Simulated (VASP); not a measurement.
# Ag in VASP: relaxation of the atoms with LDA

Aim: the relaxation of the atoms of Ag with LDA.

All numbers are computed with VASP 6.6.1; they aren't measurements. Logs are shortened: lines on timing, memory, paths and dates and some standing lists are left out, and cuts for length are marked.

**1. The cell of the first run**

The cell holds a slab with vacuum, 3 atoms: a = 2.828 Å, b = 2.828 Å, c = 20.619 Å, α = 90.00°, β = 90.00°, γ = 120.00°.

**2. Relaxation of the atoms, LDA**

Contents of INCAR:

```
SYSTEM = Ag
ALGO     = Normal         ! electronic algorithm
DIPOL    = 0.5 0.5 0.500
EDIFF    = 1E-6           ! SCF threshold, eV
EDIFFG   = -0.01          ! ionic threshold
ENCUT    = 520            ! plane-wave cutoff, eV
IBRION   = 2              ! ionic algorithm
IDIPOL   = 3            
ISIF     = 2              ! what is computed and relaxed
ISMEAR   = -1             ! smearing method
LASPH    = .TRUE.         ! aspherical terms in the spheres
LCHARG   = .FALSE.        ! write CHGCAR
LDIPOL   = .TRUE.       
LREAL    = .FALSE.        ! projectors in reciprocal space
LWAVE    = .FALSE.        ! write WAVECAR
NELM     = 100            ! most SCF steps
NSW      = 32             ! ionic steps
PREC     = Accurate       ! precision mode
SIGMA    = 0.05           ! smearing width, eV
```

Contents of KPOINTS:

```
k-points
0
G
  13 13 1
  0 0 0
```

Contents of POSCAR:

```
Ag
1.0
    2.8284417087      0.0000000000      0.0000000000
   -1.4142208543      2.4495023729      0.0000000000
    0.0000000000      0.0000000000     20.6188000000
Ag
3
Direct
    0.1666666667      0.3333333333      0.3883709467
    0.5000000000      1.0000000000      0.4999999966
    0.8333333333      0.6666666667      0.6116290563
```

Potentials or basis: VASP PAW LDA potentials, release 64 (Ag).

Run with:

```
> cat potpaw_LDA.64/Ag/POTCAR > POTCAR
> mpirun -np 1 vasp_std > vasp.out
```

OUTCAR:

```text
SYSTEM = Ag
   EDIFF = 1E-6
   EDIFFG = -0.01
   ENCUT = 520
   IBRION = 2
   ISIF = 2
   ISMEAR = -1
   LASPH = .TRUE.
   LREAL = .FALSE.
   NELM = 100
   NSW = 32
   PREC = Accurate

 ion  position               nearest neighbor table
   1  0.167  0.333  0.388-   2 2.82   2 2.82   2 2.82
   2  0.500  0.000  0.500-   1 2.82   1 2.82   1 2.82   3 2.82   3 2.82   3 2.82
   3  0.833  0.667  0.612-   2 2.82   2 2.82   2 2.82

  LATTYP: Found a hexagonal cell.
 ALAT       =     2.8284417087
 C/A-ratio  =     7.2898090622

  Lattice vectors:

 A1 = (   2.8284417087,   0.0000000000,   0.0000000000)
 A2 = (  -1.4142208543,   2.4495023729,   0.0000000000)
 A3 = (   0.0000000000,   0.0000000000,  20.6188000000)

Analysis of symmetry for initial positions (statically):
=====================================================================
 Subroutine PRICEL returns:
 Original cell was already a primitive cell.

 Routine SETGRP: Setting up the symmetry group for a
 hexagonal supercell.

 Subroutine GETGRP returns: Found 12 space group operations
 (whereof  4 operations were pure point group operations)
 out of a pool of 24 trial point group operations.

The static configuration has the point symmetry C_2h.
 The point group associated with its full space group is D_3d.

Analysis of symmetry for dynamics (positions and initial velocities):
=====================================================================
 Subroutine PRICEL returns:
 Original cell was already a primitive cell.

 Routine SETGRP: Setting up the symmetry group for a
 hexagonal supercell.

 Subroutine GETGRP returns: Found 12 space group operations
 (whereof  4 operations were pure point group operations)
 out of a pool of 24 trial point group operations.

The dynamic configuration has the point symmetry C_2h.
 The point group associated with its full space group is D_3d.

 Subroutine INISYM returns: Found 12 space group operations
 (whereof  4 operations are pure point group operations),
 and found     1 'primitive' translations

----------------------------------------------------------------------------------------

                                     Primitive cell

  volume of cell :     142.8527

  direct lattice vectors                    reciprocal lattice vectors
     2.828441709  0.000000000  0.000000000     0.353551568  0.204123093  0.000000000
    -1.414220854  2.449502373  0.000000000     0.000000000  0.408246185  0.000000000
     0.000000000  0.000000000 20.618800000     0.000000000  0.000000000  0.048499428

  length of vectors
     2.828441709  2.828441709 20.618800000     0.408246185  0.408246185  0.048499428

  position of ions in fractional coordinates (direct lattice)
     0.166666667  0.333333333  0.388370947
     0.500000000  0.000000000  0.499999997
     0.833333333  0.666666667  0.611629056

  ion indices of the primitive-cell ions
   primitive index   ion index
                 1           1
                 2           2
                 3           3

----------------------------------------------------------------------------------------

 KPOINTS: k-points

Automatic generation of k-mesh.
 Grid dimensions read from file:
 generate k-points for:   13   13    1

 Generating k-lattice:

  Cartesian coordinates                     Fractional coordinates (reciprocal lattice)
     0.027196274  0.015701776  0.000000000     0.076923077  0.000000000  0.000000000
     0.000000000  0.031403553  0.000000000     0.000000000  0.076923077  0.000000000
     0.000000000  0.000000000  0.048499428     0.000000000  0.000000000  1.000000000

  Length of vectors
     0.031403553  0.031403553  0.048499428

  Shift w.r.t. Gamma in fractional coordinates (k-lattice)
     0.000000000  0.000000000  0.000000000

 Subroutine IBZKPT returns following result:
 ===========================================

 Found     21 irreducible k-points:

 Following reciprocal coordinates:
            Coordinates               Weight
  0.000000  0.000000  0.000000      1.000000
  0.076923  0.000000  0.000000      6.000000
  0.153846  0.000000  0.000000      6.000000
  0.230769  0.000000  0.000000      6.000000
  0.307692  0.000000  0.000000      6.000000
  0.384615  0.000000  0.000000      6.000000
[... 13 lines left out ...]
  0.384615  0.230769  0.000000      6.000000
  0.307692  0.307692  0.000000      6.000000
   k-points           NKPTS =     21   k-points in BZ     NKDIM =     21   number of bands    NBANDS=     20
   number of dos      NEDOS =    301   number of ions     NIONS =      3
   total plane-waves  NPLWV =  92160
   dimension x,y,z NGX =    24 NGY =   24 NGZ =  160
   dimension x,y,z NGXF=    48 NGYF=   48 NGZF=  320
   ions per type =               3
   NGX,Y,Z   is equivalent  to a cutoff of  14.11, 14.11, 12.90 a.u.
   NGXF,Y,Z  is equivalent  to a cutoff of  28.21, 28.21, 25.80 a.u.
 SYSTEM =  Ag
   PREC   = accura    normal or accurate (medium, high low for compatibility)
   ISTART =      0    job   : 0-new  1-cont  2-samecut
   ICHARG =      2    charge: 1-file 2-atom 10-const
   ISPIN  =      1    spin polarized calculation?
   LNONCOLLINEAR =      F non collinear calculations
   LSORBIT =      F    spin-orbit coupling
   LASPH  =      T    aspherical Exc in radial PAW
   ENCUT  =  520.0 eV  38.22 Ry    6.18 a.u.   5.26  5.26 38.34*2*pi/ulx,y,z
   NELM   =    100;   NELMIN=  2; NELMDL= -5     # of ELM steps
   EDIFF  = 0.1E-05   stopping-criterion for ELM
   LREAL  =      F    real-space projection
   EDIFFG = -.1E-01   stopping-criterion for IOM
   NSW    =     32    number of steps for IOM
   IBRION =      2    ionic relax: 0-MD 1-quasi-New 2-CG
   NFREE  =      1    steps in history (QN), initial steepest desc. (CG)
   ISIF   =      2    stress and relaxation
   ISYM   =      2    0-nonsym 1-usesym 2-fastsym
   POTIM  = 0.5000    time-step for ionic-motion
   TEBEG  =    0.0;   TEEND  =   0.0 temperature during run
   PSTRESS=    0.0 pullay stress
   NELECT =      33.0000    total number of electrons
   NUPDOWN=      -1.0000    fix difference up-down
   EMIN   =  10.00;   EMAX   =-10.00  energy-range for DOS
   EFERMI =   0.00;   METHOD = LEGACY
   ISMEAR =    -1;   SIGMA  =   0.05  broadening in eV -4-tet -1-fermi 0-gaus
   EFERMI_NEDOS =   21; number of points for ismear=-14 and -15
   IALGO  =     38    algorithm
   IMIX   =      4    mixing-type and parameters
     AMIX     =   0.40;   BMIX     =  1.00
     AMIX_MAG =   1.60;   BMIX_MAG =  1.00
  volume/ion in A,a.u.               =      47.62       321.34
  Fermi-wavevector in a.u.,A,eV,Ry     =   1.004500  1.898230 13.728557  1.009020
  Thomas-Fermi vector in A             =   2.137120
   LORBIT       =      0    0 simple, 1 ext, 2 COOP (PROOUT), +10 PAW based schemes
   GGA     = CA    functional components
   LHFCALC =     F    Hartree Fock is set to
   AEXX    =    0.0000 exact exchange contribution
   IVDW    =     0    specifies the selected vdW correction
   LEPSILON=     F    determine dielectric tensor
   LRPA    =     F    only Hartree local field effects (RPA)
 conjugate gradient relaxation of ions
 non-spin polarized calculation
  energy-cutoff  :      520.00
  volume of cell :      142.85
 maximum number of plane-waves:      3878
 NGX is ok and might be reduce to    24
   NGX = 11   NGY = 11   NGZ = 77

 dipolmoment           0.000000      0.000000     -0.000000 electrons x Angstroem

 number of electron      33.0000004 magnetization

 dipolmoment           0.000000      0.000000      0.000000 electrons x Angstroem

 Free energy of the ion-electron system (eV)
  ---------------------------------------------------
  ext. energy  EPLUGINS =         0.00000000
  ---------------------------------------------------
  free energy    TOTEN  =       -10.37592923 eV

  energy without entropy =      -10.37310185  energy(sigma->0) =      -10.37451554

 E-fermi :  -0.1079     XC(G=0):  -5.2602

 val. band max:       -0.1546615716   @ k =   0.2308   0.0000   0.0000
 cond. band min:       0.0022395208   @ k =   0.0000   0.0000   0.0000
 fundamental gap:      0.1569010925
 Fermi energy:        -0.1079205205

 k-point     1 :       0.0000    0.0000    0.0000
  band No.  band energies     occupation
      1      -7.9271      2.00000
      2      -6.8509      2.00000
      3      -6.7221      2.00000
      4      -5.2114      2.00000
      5      -5.1913      2.00000
      6      -5.1913      2.00000
[... 12 lines left out ...]
     19       0.0022      0.19893
     20       4.2061      0.00000

 k-point     2 :       0.0769    0.0000    0.0000
  band No.  band energies     occupation
      1      -7.7588      2.00000
      2      -6.7337      2.00000
      3      -6.5691      2.00000
      4      -5.2638      2.00000
      5      -5.2096      2.00000
      6      -5.1015      2.00000
[... 12 lines left out ...]
     19       0.3622      0.00017
     20       4.3364      0.00000

 k-point     3 :       0.1538    0.0000    0.0000
  band No.  band energies     occupation
      1      -7.3014      2.00000
      2      -6.4532      2.00000
      3      -6.1897      2.00000
      4      -5.4630      2.00000
      5      -5.3624      2.00000
      6      -5.1722      2.00000
[... 12 lines left out ...]
     19       1.2520      0.00000
     20       4.7252      0.00000

 k-point     4 :       0.2308    0.0000    0.0000
  band No.  band energies     occupation
      1      -6.7774      2.00000
      2      -6.3000      2.00000
      3      -5.9366      2.00000
      4      -5.7395      2.00000
      5      -5.4720      2.00000
      6      -5.1111      2.00000
[... 12 lines left out ...]
     19       2.4245      0.00000
     20       5.3686      0.00000

 k-point     5 :       0.3077    0.0000    0.0000
  band No.  band energies     occupation
      1      -6.6080      2.00000
      2      -6.3889      2.00000
      3      -6.1968      2.00000
      4      -5.9438      2.00000
      5      -5.2719      2.00000
      6      -5.1563      2.00000
[... 12 lines left out ...]
     19       3.7465      0.00000
     20       6.2536      0.00000

 k-point     6 :       0.3846    0.0000    0.0000
  band No.  band energies     occupation
      1      -6.7254      2.00000
      2      -6.5305      2.00000
      3      -6.4109      2.00000
      4      -6.1484      2.00000
      5      -5.3945      2.00000
      6      -5.2048      2.00000
[... 12 lines left out ...]
     19       4.9323      0.00000
     20       5.5707      0.00000

 k-point     7 :       0.4615    0.0000    0.0000
  band No.  band energies     occupation
      1      -6.8264      2.00000
      2      -6.6466      2.00000
      3      -6.5027      2.00000
      4      -6.2665      2.00000
      5      -5.4723      2.00000
      6      -5.2944      2.00000
[... 12 lines left out ...]
     19       4.3463      0.00000
     20       4.8618      0.00000
[... 208 lines left out ...]
 k-point    17 :       0.3846    0.1538    0.0000
  band No.  band energies     occupation
      1      -6.4815      2.00000
      2      -6.4184      2.00000
      3      -6.2720      2.00000
      4      -5.8785      2.00000
      5      -5.5326      2.00000
      6      -5.1346      2.00000
[... 12 lines left out ...]
     19       4.6390      0.00000
     20       5.1694      0.00000

 k-point    18 :       0.2308    0.2308    0.0000
  band No.  band energies     occupation
      1      -6.2345      2.00000
      2      -6.1375      2.00000
      3      -5.9910      2.00000
      4      -5.6557      2.00000
      5      -5.3565      2.00000
      6      -5.3514      2.00000
[... 12 lines left out ...]
     19       5.5860      0.00000
     20       7.1381      0.00000

 k-point    19 :       0.3077    0.2308    0.0000
  band No.  band energies     occupation
      1      -6.2826      2.00000
      2      -6.1037      2.00000
      3      -6.0269      2.00000
      4      -5.7090      2.00000
      5      -5.3767      2.00000
      6      -5.2734      2.00000
[... 12 lines left out ...]
     19       5.0657      0.00000
     20       6.2888      0.00000

 k-point    20 :       0.3846    0.2308    0.0000
  band No.  band energies     occupation
      1      -6.3025      2.00000
      2      -6.0756      2.00000
      3      -6.0540      2.00000
      4      -5.7745      2.00000
      5      -5.4004      2.00000
      6      -5.1900      2.00000
[... 12 lines left out ...]
     19       4.7736      0.00000
     20       5.9119      0.00000

 k-point    21 :       0.3077    0.3077    0.0000
  band No.  band energies     occupation
      1      -6.1419      2.00000
      2      -6.0224      2.00000
      3      -5.8865      2.00000
      4      -5.7328      2.00000
      5      -5.4163      2.00000
      6      -5.0862      2.00000
[... 12 lines left out ...]
     19       4.4263      0.00000
     20       5.9825      0.00000

------------------------ aborting loop because EDIFF is reached ----------------------------------------

 vacuum level on the upper side and lower side of the slab       (xc-potential included)        -0.263        -0.263

  FORCE on cell =-STRESS in cart. coord.  units (eV):
  Direction    XX          YY          ZZ          XY          YZ          ZX
  --------------------------------------------------------------------------------------
  -------------------------------------------------------------------------------------
  Total       -1.6156290     -1.6156290      0.0162098     -0.0000000      0.0000000      0.0000000
  in kB      -18.1202315    -18.1202315      0.1818028     -0.0000000      0.0000000      0.0000000
  external PRESSURE =     -12.0195534 kB  Pullay stress =       0.0000000 kB

 VOLUME and BASIS-vectors are now :
 -----------------------------------------------------------------------------
  energy-cutoff  :      520.00
  volume of cell :      142.85
      direct lattice vectors                 reciprocal lattice vectors
     2.828441709  0.000000000  0.000000000     0.353551568  0.204123093  0.000000000
    -1.414220854  2.449502373  0.000000000     0.000000000  0.408246185  0.000000000
     0.000000000  0.000000000 20.618800000     0.000000000  0.000000000  0.048499428

 POSITION                                       TOTAL-FORCE (eV/Angst)
 -----------------------------------------------------------------------------------
      0.00000      0.81650      8.00774         0.000000      0.000000     -0.008664
      1.41422      0.00000     10.30940        -0.000000      0.000000      0.000000
      1.41422      1.63300     12.61106        -0.000000     -0.000000      0.008664
 -----------------------------------------------------------------------------------
    total drift:                                0.000000     -0.000000      0.000068

  FREE ENERGIE OF THE ION-ELECTRON SYSTEM (eV)
  ---------------------------------------------------
  free  energy   TOTEN  =       -10.3759292318 eV

  energy  without entropy=      -10.3731018454  energy(sigma->0) =      -10.37451554

 reached required accuracy - stopping structural energy minimisation

 vacuum level on the upper side and lower side of the slab         4.552         4.552
```

It took 1.8 min on 1 thread of Intel Xeon 8259CL, shared host; peak memory 0.24 GiB.

Results:

```
Free energy                  : -10.3759 eV
Largest force after relaxing : 0.009 eV/Å
Band gap on the k mesh       : zero (an odd number of electrons rules out a gap without spin polarisation)
```

Forces on the atoms (eV/Å):
```
Ag   0.000  0.000 -0.009
Ag   0.000  0.000  0.000
Ag   0.000  0.000  0.009
```

Final structure:
```xyz
3
Lattice="2.8284 0.0000 0.0000 -1.4142 2.4495 0.0000 0.0000 0.0000 20.6188" Properties=species:S:1:pos:R:3 pbc="T T T"
Ag    0.0000    0.8165    8.0077
Ag    1.4142    0.0000   10.3094
Ag    1.4142    1.6330   12.6111
```

Caveat: the relaxation stopped at its first step, so nothing moved.

The gap in the log of VASP goes by the Fermi energy; the results here count the filled bands.